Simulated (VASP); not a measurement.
**ZnSe3: single point with PBE**

The system is ZnSe3.

```
CELL_PARAMETERS angstrom
5.71576 0.00000 0.00000
0.00000 5.71576 0.00000
0.00000 0.00000 8.01107
ATOMIC_POSITIONS crystal
Zn 0.50000 0.50000 0.00000
Zn 0.00000 0.00000 0.00000
Se 0.50000 0.00000 0.65887
Se 0.25325 0.24675 0.82140
Se 0.74675 0.75325 0.82140
Se 0.00000 0.50000 0.34113
Se 0.24675 0.74675 0.17860
Se 0.75325 0.25325 0.17860
```

```
Program             : VASP 6.6.1
Task                : single point
Functional          : PBE
Potentials or basis : VASP PAW PBE potentials, release 64 (Zn, Se)
Cutoff              : 520 eV
k mesh              : 6 × 6 × 4
Occupations         : gaussian, width 0.02 eV
Spin                : no spin polarisation
```

```yaml
Pressure: 0.0 GPa
Largest_force: 0.034 eV/Å
Band_gap_on_the_k_mesh: 1.05 eV
```

Forces in eV/Å, atoms in the order of the input:
```
Zn   0.000  0.000  0.000
Zn   0.000  0.000  0.000
Se   0.000  0.000 -0.034
Se  -0.014  0.014  0.000
Se   0.014 -0.014  0.000
Se   0.000  0.000  0.034
Se   0.014  0.014  0.000
Se  -0.014 -0.014  0.000
```

Levels at points of the mesh, in eV from the valence-band top:
```tsv
k point	band 27	band 28	band 29	band 30	band 31	band 32	band 33	band 34
(0.00, 0.00, 0.00)	-1.44	-1.03	-0.14	-0.14	1.21	1.72	2.42	2.42
(0.50, 0.00, 0.00)	-1.37	-1.37	-0.46	-0.46	1.82	1.82	2.57	2.57
(0.50, 0.50, 0.00)	-1.31	-1.31	-0.29	-0.29	1.25	1.25	2.48	2.48
(0.00, 0.00, 0.50)	-1.57	-0.73	0.00	0.00	1.05	1.39	2.48	2.48
(0.50, 0.00, 0.50)	-1.38	-1.38	-0.49	-0.49	1.91	1.91	2.50	2.50
(0.50, 0.50, 0.50)	-1.31	-1.31	-0.64	-0.64	1.55	1.55	2.46	2.46
```

It took 8.9 min on 1 thread of Oxide Virtual Turin-like Processor, with other jobs on the host, peak memory 0.47 GiB.

A k mesh can miss the band edges.
